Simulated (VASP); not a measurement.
Write the native input for VASP 6.6.1 that does the following.

| Quantity | Value |
| --- | --- |
| Task | single point |
| Functional | PBE |
| Potentials or basis | VASP PAW PBE potentials, release 64 (Os, Au) |
| Cutoff | 600 eV |
| k mesh | 6 × 6 × 2 |
| Occupations | gaussian, width 0.1 eV |
| Spin | no spin polarisation |
| Dipole correction | no |
| Further INCAR settings | ALGO = Normal; EDIFF = 1e-06; NBANDS = 26 |

The structure of Os3Au lies in POSCAR:

```
Os3Au
1.0
    2.7534395877      0.0000000000      0.0000000000
    0.0000000000      2.7534395877      0.0000000000
    0.0000000000      0.0000000000      7.9846860803
Os Au
3 1
Direct
    0.5000000000      0.5000000000      0.2322310450
    0.0000000000      0.0000000000      0.0000000000
    0.5000000000      0.5000000000      0.7677689550
    0.0000000000      0.0000000000      0.5000000000
```

The cell was generated, and may not be a known phase.

The input as run:

INCAR

```
PREC = Accurate
ENCUT = 600
EDIFF = 1E-6
ISMEAR = 0
SIGMA = 0.1
LREAL = False
LASPH = True
NELM = 120
ALGO = Normal
ISIF = 2
LWAVE = False
LCHARG = True
GGA = PE
LELF = True
LVHAR = True
NBANDS = 26
GGA_COMPAT = False
```

KPOINTS

```
regular mesh
0
Gamma
  6 6 2
```

Potentials or basis: VASP PAW PBE potentials, release 64 (Os, Au).

Run with:

```console
$ cat potpaw_PBE.64/Os/POTCAR potpaw_PBE.64/Au/POTCAR > POTCAR
$ mpirun -np 1 vasp_std > vasp.out
```

Results of the run:

```yaml
Pressure: 0.9 GPa
Largest_force: 0.125 eV/Å
Band_gap_on_the_k_mesh: zero (an odd number of electrons rules out a gap without spin polarisation)
```

Caveat: the k points lie up to 0.39 Å⁻¹ apart, too coarse for converged energies and pressures of a metal; spin-orbit coupling is left out, which moves the levels of the heavy elements.

Wall time 38 s on 1 thread of Intel Xeon 8259CL (shared host), peak memory 0.2 GiB.
